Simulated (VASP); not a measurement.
# Al in VASP: further runs

Runs on Al. Level: LDA. Tasks: electric field gradients.

Program: VASP 6.6.1. These are calculated values, not measurements. Logs are shortened: lines on timing, memory, paths and dates and some standing lists are left out, and cuts for length are marked.

## (1) The cell of the first run

It takes space group Fm-3m (No. 225, cubic). Conventional cell: a = 4.075 Å, b = 4.075 Å, c = 4.075 Å, α = 90.00°, β = 90.00°, γ = 90.00°. Within 3.8 Å of Al (site symmetry m-3m) lie 12 Al at 2.88 Å.

## (2) Electric field gradients, LDA (volume scaled by 1.02)

INCAR

```
SYSTEM = Al
ALGO = Normal ; EDIFF = 1E-8
ENCUT = 520 ; ISIF = 2
ISMEAR = -1 ; LASPH = .TRUE.
LCHARG = .FALSE. ; LEFG = .TRUE.
LREAL = .FALSE. ; LWAVE = .FALSE.
NBANDS = 8 ; NELM = 100
PREC = Accurate ; SIGMA = 0.03
```

KPOINTS

```
k-points
0
G
  17 17 17
  0 0 0
```

POSCAR

```
Al
1.0
    0.0000000000      2.0373842317      2.0373842317
    2.0373842317      0.0000000000      2.0373842317
    2.0373842317      2.0373842317      0.0000000000
Al
1
Direct
    0.0000000000      0.0000000000      0.0000000000
```

Potentials or basis: VASP PAW LDA potentials, release 64 (Al).

Started as:

```bash
$ cat potpaw_LDA.64/Al/POTCAR > POTCAR
$ mpirun -np 1 vasp_std > vasp.out
```

OUTCAR:

```text
SYSTEM = Al
   EDIFF = 1E-8
   ENCUT = 520
   ISIF = 2
   ISMEAR = -1
   LASPH = .TRUE.
   LREAL = .FALSE.
   NELM = 100
   PREC = Accurate

 ion  position               nearest neighbor table
   1  0.000  0.000  0.000-

  LATTYP: Found a face centered cubic cell.
 ALAT       =     4.0747684634

  Lattice vectors:

 A1 = (   0.0000000000,   2.0373842317,   2.0373842317)
 A2 = (   2.0373842317,   0.0000000000,   2.0373842317)
 A3 = (   2.0373842317,   2.0373842317,   0.0000000000)

Analysis of symmetry for initial positions (statically):
=====================================================================
 Subroutine PRICEL returns:
 Original cell was already a primitive cell.

 Routine SETGRP: Setting up the symmetry group for a
 face centered cubic supercell.

 Subroutine GETGRP returns: Found 48 space group operations
 (whereof 48 operations were pure point group operations)
 out of a pool of 48 trial point group operations.

The static configuration has the point symmetry O_h .

Analysis of symmetry for dynamics (positions and initial velocities):
=====================================================================
 Subroutine PRICEL returns:
 Original cell was already a primitive cell.

 Routine SETGRP: Setting up the symmetry group for a
 face centered cubic supercell.

 Subroutine GETGRP returns: Found 48 space group operations
 (whereof 48 operations were pure point group operations)
 out of a pool of 48 trial point group operations.

The dynamic configuration has the point symmetry O_h .

 Subroutine INISYM returns: Found 48 space group operations
 (whereof 48 operations are pure point group operations),
 and found     1 'primitive' translations

----------------------------------------------------------------------------------------

                                     Primitive cell

  volume of cell :      16.9141

  direct lattice vectors                    reciprocal lattice vectors
     0.000000000  2.037384232  2.037384232    -0.245412717  0.245412717  0.245412717
     2.037384232  0.000000000  2.037384232     0.245412717 -0.245412717  0.245412717
     2.037384232  2.037384232  0.000000000     0.245412717  0.245412717 -0.245412717

  length of vectors
     2.881296412  2.881296412  2.881296412     0.425067295  0.425067295  0.425067295

  position of ions in fractional coordinates (direct lattice)
     0.000000000  0.000000000  0.000000000

  ion indices of the primitive-cell ions
   primitive index   ion index
                 1           1

----------------------------------------------------------------------------------------

 KPOINTS: k-points

Automatic generation of k-mesh.
 Grid dimensions read from file:
 generate k-points for:   17   17   17

 Generating k-lattice:

  Cartesian coordinates                     Fractional coordinates (reciprocal lattice)
    -0.014436042  0.014436042  0.014436042     0.058823529  0.000000000  0.000000000
     0.014436042 -0.014436042  0.014436042     0.000000000  0.058823529  0.000000000
     0.014436042  0.014436042 -0.014436042     0.000000000  0.000000000  0.058823529

  Length of vectors
     0.025003959  0.025003959  0.025003959

  Shift w.r.t. Gamma in fractional coordinates (k-lattice)
     0.000000000  0.000000000  0.000000000

 Subroutine IBZKPT returns following result:
 ===========================================

 Found    165 irreducible k-points:

 Following reciprocal coordinates:
            Coordinates               Weight
  0.000000  0.000000  0.000000      1.000000
  0.058824  0.000000  0.000000      8.000000
  0.117647  0.000000  0.000000      8.000000
  0.176471  0.000000  0.000000      8.000000
  0.235294  0.000000  0.000000      8.000000
  0.294118  0.000000  0.000000      8.000000
[... 16 lines left out ...]
 -0.176471  0.058824  0.000000     24.000000
 -0.117647  0.058824  0.000000     24.000000
 [... further k-points ...]
   k-points           NKPTS =    165   k-points in BZ     NKDIM =    165   number of bands    NBANDS=      8
   number of dos      NEDOS =    301   number of ions     NIONS =      1
   total plane-waves  NPLWV =  13824
   dimension x,y,z NGX =    24 NGY =   24 NGZ =   24
   dimension x,y,z NGXF=    48 NGYF=   48 NGZF=   48
   ions per type =               1
   NGX,Y,Z   is equivalent  to a cutoff of  13.85, 13.85, 13.85 a.u.
   NGXF,Y,Z  is equivalent  to a cutoff of  27.70, 27.70, 27.70 a.u.
 SYSTEM =  Al
   PREC   = accura    normal or accurate (medium, high low for compatibility)
   ISTART =      0    job   : 0-new  1-cont  2-samecut
   ICHARG =      2    charge: 1-file 2-atom 10-const
   ISPIN  =      1    spin polarized calculation?
   LNONCOLLINEAR =      F non collinear calculations
   LSORBIT =      F    spin-orbit coupling
   LASPH  =      T    aspherical Exc in radial PAW
   ENCUT  =  520.0 eV  38.22 Ry    6.18 a.u.   5.36  5.36  5.36*2*pi/ulx,y,z
   NELM   =    100;   NELMIN=  2; NELMDL= -5     # of ELM steps
   EDIFF  = 0.1E-07   stopping-criterion for ELM
   LREAL  =      F    real-space projection
   EDIFFG = 0.1E-06   stopping-criterion for IOM
   NSW    =      0    number of steps for IOM
   IBRION =     -1    ionic relax: 0-MD 1-quasi-New 2-CG
   NFREE  =      0    steps in history (QN), initial steepest desc. (CG)
   ISIF   =      2    stress and relaxation
   ISYM   =      2    0-nonsym 1-usesym 2-fastsym
   POTIM  = 0.5000    time-step for ionic-motion
   TEBEG  =    0.0;   TEEND  =   0.0 temperature during run
   PSTRESS=    0.0 pullay stress
   NELECT =       3.0000    total number of electrons
   NUPDOWN=      -1.0000    fix difference up-down
   EMIN   =  10.00;   EMAX   =-10.00  energy-range for DOS
   EFERMI =   0.00;   METHOD = LEGACY
   ISMEAR =    -1;   SIGMA  =   0.03  broadening in eV -4-tet -1-fermi 0-gaus
   EFERMI_NEDOS =   21; number of points for ismear=-14 and -15
   IALGO  =     38    algorithm
   IMIX   =      4    mixing-type and parameters
     AMIX     =   0.40;   BMIX     =  1.00
     AMIX_MAG =   1.60;   BMIX_MAG =  1.00
  volume/ion in A,a.u.               =      16.91       114.14
  Fermi-wavevector in a.u.,A,eV,Ry     =   0.919812  1.738192 11.511260  0.846054
  Thomas-Fermi vector in A             =   2.045047
   LORBIT       =      0    0 simple, 1 ext, 2 COOP (PROOUT), +10 PAW based schemes
   GGA     = CA    functional components
   LHFCALC =     F    Hartree Fock is set to
   AEXX    =    0.0000 exact exchange contribution
   IVDW    =     0    specifies the selected vdW correction
   LEPSILON=     F    determine dielectric tensor
   LRPA    =     F    only Hartree local field effects (RPA)
 non-spin polarized calculation
  energy-cutoff  :      520.00
  volume of cell :       16.91
 maximum number of plane-waves:       469
 NGX is ok and might be reduce to    24
   NGX = 11   NGY = 11   NGZ = 11

 number of electron       3.0000000 magnetization

 Free energy of the ion-electron system (eV)
  ---------------------------------------------------
  ext. energy  EPLUGINS =         0.00000000
  ---------------------------------------------------
  free energy    TOTEN  =        -4.17657505 eV

  energy without entropy =       -4.17503169  energy(sigma->0) =       -4.17580337

 E-fermi :   7.5310     XC(G=0): -10.2524

 val. band max:        7.4964431013   @ k =  -0.4118   0.3529   0.1765
 cond. band min:       7.5468949543   @ k =  -0.3529   0.4706   0.1765
 fundamental gap:      0.0504518530
 Fermi energy:         7.5309814744

 k-point     1 :       0.0000    0.0000    0.0000
  band No.  band energies     occupation
      1      -3.3941      2.00000
      2      19.9746      0.00000
      3      19.9746      0.00000
      4      19.9746      0.00000
      5      21.1068      0.00000
      6      21.1068      0.00000
      7      21.1068      0.00000
      8      23.9710      0.00000

 k-point     2 :       0.0588    0.0000    0.0000
  band No.  band energies     occupation
      1      -3.3018      2.00000
      2      18.2988      0.00000
      3      19.5761      0.00000
      4      19.5761      0.00000
      5      21.6433      0.00000
      6      21.6433      0.00000
      7      21.8187      0.00000
      8      24.8763      0.00000

 k-point     3 :       0.1176    0.0000    0.0000
  band No.  band energies     occupation
      1      -3.0252      2.00000
      2      15.9823      0.00000
      3      19.0084      0.00000
      4      19.0084      0.00000
      5      21.9313      0.00000
      6      22.5740      0.00000
      7      22.5740      0.00000
      8      25.0032      0.00000

 k-point     4 :       0.1765    0.0000    0.0000
  band No.  band energies     occupation
      1      -2.5655      2.00000
      2      13.6694      0.00000
      3      18.5459      0.00000
      4      18.5459      0.00000
      5      21.7916      0.00000
      6      23.0174      0.00000
      7      23.0174      0.00000
      8      24.5717      0.00000

 k-point     5 :       0.2353    0.0000    0.0000
  band No.  band energies     occupation
      1      -1.9243      2.00000
      2      11.4464      0.00000
      3      18.2248      0.00000
      4      18.2248      0.00000
      5      21.6468      0.00000
      6      22.1808      0.00000
      7      22.1808      0.00000
      8      25.6425      0.00000

 k-point     6 :       0.2941    0.0000    0.0000
  band No.  band energies     occupation
      1      -1.1041      2.00000
      2       9.3449      0.00000
      3      18.0535      0.00000
      4      18.0535      0.00000
      5      21.1913      0.00000
      6      21.1913      0.00000
      7      21.5857      0.00000
      8      25.2372      0.00000

 k-point     7 :       0.3529    0.0000    0.0000
  band No.  band energies     occupation
      1      -0.1078      2.00000
      2       7.3810      1.98661
      3      18.0341      0.00000
      4      18.0341      0.00000
      5      20.3033      0.00000
      6      20.3033      0.00000
      7      21.6504      0.00000
      8      24.2939      0.00000
[... 133 lines left out ...]
 k-point    20 :      -0.3529    0.0588    0.0000
  band No.  band energies     occupation
      1       0.3428      2.00000
      2       6.8336      2.00000
      3      16.3319      0.00000
      4      18.8033      0.00000
      5      19.4475      0.00000
      6      20.3938      0.00000
      7      22.3403      0.00000
      8      24.9331      0.00000

 k-point    21 :      -0.2941    0.0588    0.0000
  band No.  band energies     occupation
      1      -0.7108      2.00000
      2       8.7462      0.00000
      3      16.2990      0.00000
      4      19.1992      0.00000
      5      19.8710      0.00000
      6      21.2571      0.00000
      7      22.2306      0.00000
      8      25.7359      0.00000

 k-point    22 :      -0.2353    0.0588    0.0000
  band No.  band energies     occupation
      1      -1.5896      2.00000
      2      10.7979      0.00000
      3      16.4257      0.00000
      4      19.3715      0.00000
      5      20.7964      0.00000
      6      22.1564      0.00000
      7      22.3291      0.00000
      8      25.0068      0.00000

 k-point    23 :      -0.1765    0.0588    0.0000
  band No.  band energies     occupation
      1      -2.2903      2.00000
      2      12.9713      0.00000
      3      16.7124      0.00000
      4      19.6431      0.00000
      5      21.7810      0.00000
      6      22.3110      0.00000
      7      23.3018      0.00000
      8      23.7153      0.00000

 k-point    24 :      -0.1176    0.0588    0.0000
  band No.  band energies     occupation
      1      -2.8105      2.00000
      2      15.2271      0.00000
      3      17.1654      0.00000
      4      20.0167      0.00000
      5      21.8444      0.00000
      6      22.3874      0.00000
      7      23.6228      0.00000
      8      23.6661      0.00000

 [... further k-points ...]
[... 5 lines left out ...]
  --------------------------------------------------------------------------------------
  -------------------------------------------------------------------------------------
  Total       -0.5133671     -0.5133671     -0.5133671      0.0000000      0.0000000      0.0000000
  in kB      -48.6283768    -48.6283768    -48.6283768      0.0000000      0.0000000      0.0000000
  external PRESSURE =     -48.6283768 kB  Pullay stress =       0.0000000 kB

 VOLUME and BASIS-vectors are now :
 -----------------------------------------------------------------------------
  energy-cutoff  :      520.00
  volume of cell :       16.91
      direct lattice vectors                 reciprocal lattice vectors
     0.000000000  2.037384232  2.037384232    -0.245412717  0.245412717  0.245412717
     2.037384232  0.000000000  2.037384232     0.245412717 -0.245412717  0.245412717
     2.037384232  2.037384232  0.000000000     0.245412717  0.245412717 -0.245412717

 POSITION                                       TOTAL-FORCE (eV/Angst)
 -----------------------------------------------------------------------------------
      0.00000      0.00000      0.00000        -0.000000      0.000000     -0.000000
 -----------------------------------------------------------------------------------
    total drift:                               -0.000000     -0.000000      0.000000

  FREE ENERGIE OF THE ION-ELECTRON SYSTEM (eV)
  ---------------------------------------------------
  free  energy   TOTEN  =        -4.1765750549 eV

  energy  without entropy=       -4.1750316924  energy(sigma->0) =       -4.17580337

 Electric field gradients (V/A^2)
---------------------------------------------------------------------
 ion       V_xx      V_yy      V_zz      V_xy      V_xz      V_yz
---------------------------------------------------------------------
   1      -0.000     0.000     0.000     0.000     0.000     0.000
---------------------------------------------------------------------

 Electric field gradients after diagonalization (V/A^2)
 (convention: |V_zz| > |V_xx| > |V_yy|)
----------------------------------------------------------------------
 ion       V_xx      V_yy      V_zz     asymmetry (V_yy - V_xx)/ V_zz
----------------------------------------------------------------------
   1      -0.000    -0.000     0.000       0.000
----------------------------------------------------------------------

           NMR quadrupolar parameters

 Cq : quadrupolar parameter    Cq=e*Q*V_zz/h
 eta: asymmetry parameters     (V_yy - V_xx)/ V_zz
 Q  : nuclear electric quadrupole moment in mb (millibarn)
----------------------------------------------------------------------
 ion       Cq(MHz)       eta       Q (mb)
----------------------------------------------------------------------
   1       0.000       0.000       1.000
----------------------------------------------------------------------
```

It took 11 s on 1 thread of AMD EPYC 9R45 (Zen 5), shared host; peak memory 0.1 GiB.

Results:

| Quantity | Value |
| --- | --- |
| Free energy | -4.1766 eV |
| Pressure | -4.9 GPa |

Caveat: without QUAD_EFG the Cq values of the log hold for a quadrupole moment of 1 mb, not for the nuclei.

## (3) Electric field gradients, LDA (volume scaled by 1.04)

INCAR

```
SYSTEM = Al
PREC = Accurate
ENCUT = 520
EDIFF = 1E-8
ISMEAR = -1
SIGMA = 0.03
LREAL = .False.
LASPH = .True.
NELM = 60
ALGO = Normal
ISIF = 2
LWAVE = .False.
LCHARG = .False.
LEFG = .True.
NBANDS = 8
```

KPOINTS

```
regular mesh
0
Gamma
  17 17 17
  0 0 0
```

POSCAR

```
Al
1.0
    0.0000000000      2.0506143701      2.0506143701
    2.0506143701      0.0000000000      2.0506143701
    2.0506143701      2.0506143701      0.0000000000
Al
1
Direct
    0.0000000000      0.0000000000      0.0000000000
```

Potentials or basis: VASP PAW LDA potentials, release 64 (Al).

Started as:

```bash
$ cat potpaw_LDA.64/Al/POTCAR > POTCAR
$ mpirun -np 1 vasp_std > vasp.out
```

OUTCAR:

```text
SYSTEM = Al
   PREC = Accurate
   ENCUT = 520
   EDIFF = 1E-8
   ISMEAR = -1
   LREAL = .False.
   LASPH = .True.
   NELM = 60
   ISIF = 2

 ion  position               nearest neighbor table
   1  0.000  0.000  0.000-

  LATTYP: Found a face centered cubic cell.
 ALAT       =     4.1012287402

  Lattice vectors:

 A1 = (   0.0000000000,   2.0506143701,   2.0506143701)
 A2 = (   2.0506143701,   0.0000000000,   2.0506143701)
 A3 = (   2.0506143701,   2.0506143701,   0.0000000000)

Analysis of symmetry for initial positions (statically):
=====================================================================
 Subroutine PRICEL returns:
 Original cell was already a primitive cell.

 Routine SETGRP: Setting up the symmetry group for a
 face centered cubic supercell.

 Subroutine GETGRP returns: Found 48 space group operations
 (whereof 48 operations were pure point group operations)
 out of a pool of 48 trial point group operations.

The static configuration has the point symmetry O_h .
[... 443 lines left out ...]
 -----------------------------------------------------------------------------
  energy-cutoff  :      520.00
  volume of cell :       17.25
      direct lattice vectors                 reciprocal lattice vectors
     0.000000000  2.050614370  2.050614370    -0.243829365  0.243829365  0.243829365
     2.050614370  0.000000000  2.050614370     0.243829365 -0.243829365  0.243829365
     2.050614370  2.050614370  0.000000000     0.243829365  0.243829365 -0.243829365

 POSITION                                       TOTAL-FORCE (eV/Angst)
 -----------------------------------------------------------------------------------
      0.00000      0.00000      0.00000        -0.000000      0.000000      0.000000
 -----------------------------------------------------------------------------------
    total drift:                                0.000000     -0.000000     -0.000000

  FREE ENERGIE OF THE ION-ELECTRON SYSTEM (eV)
  ---------------------------------------------------
  free  energy   TOTEN  =        -4.1653324579 eV

  energy  without entropy=       -4.1638013608  energy(sigma->0) =       -4.16456691

 Electric field gradients (V/A^2)
---------------------------------------------------------------------
 ion       V_xx      V_yy      V_zz      V_xy      V_xz      V_yz
---------------------------------------------------------------------
   1      -0.000     0.000    -0.000     0.000     0.000     0.000
---------------------------------------------------------------------

 Electric field gradients after diagonalization (V/A^2)
 (convention: |V_zz| > |V_xx| > |V_yy|)
----------------------------------------------------------------------
 ion       V_xx      V_yy      V_zz     asymmetry (V_yy - V_xx)/ V_zz
----------------------------------------------------------------------
   1      -0.000    -0.000     0.000       0.000
----------------------------------------------------------------------

           NMR quadrupolar parameters

 Cq : quadrupolar parameter    Cq=e*Q*V_zz/h
 eta: asymmetry parameters     (V_yy - V_xx)/ V_zz
 Q  : nuclear electric quadrupole moment in mb (millibarn)
----------------------------------------------------------------------
 ion       Cq(MHz)       eta       Q (mb)
----------------------------------------------------------------------
   1       0.000       0.000       1.000
----------------------------------------------------------------------
```

stdout:

```text
POSCAR found type information on POSCAR Al
 POSCAR found :  1 types and       1 ions
 scaLAPACK will be used
 LDA part: xc-table for (Slater(with rela. corr.)+CA(PZ))
 , standard interpolation
 POSCAR, INCAR and KPOINTS ok, starting setup
 FFT: planning ... GRIDC
 FFT: planning ... GRID_SOFT
 FFT: planning ... GRID
 WAVECAR not read
 entering main loop
ion   1
```

Wall time 11 s (1 thread of AMD EPYC 9R45 (Zen 5), shared host); peak memory 0.1 GiB.

Results:

* Free energy: -4.1653 eV
* Pressure: -6.0 GPa

Caveat: without QUAD_EFG the Cq values of the log hold for a quadrupole moment of 1 mb, not for the nuclei.

[end of part 1 of 2]
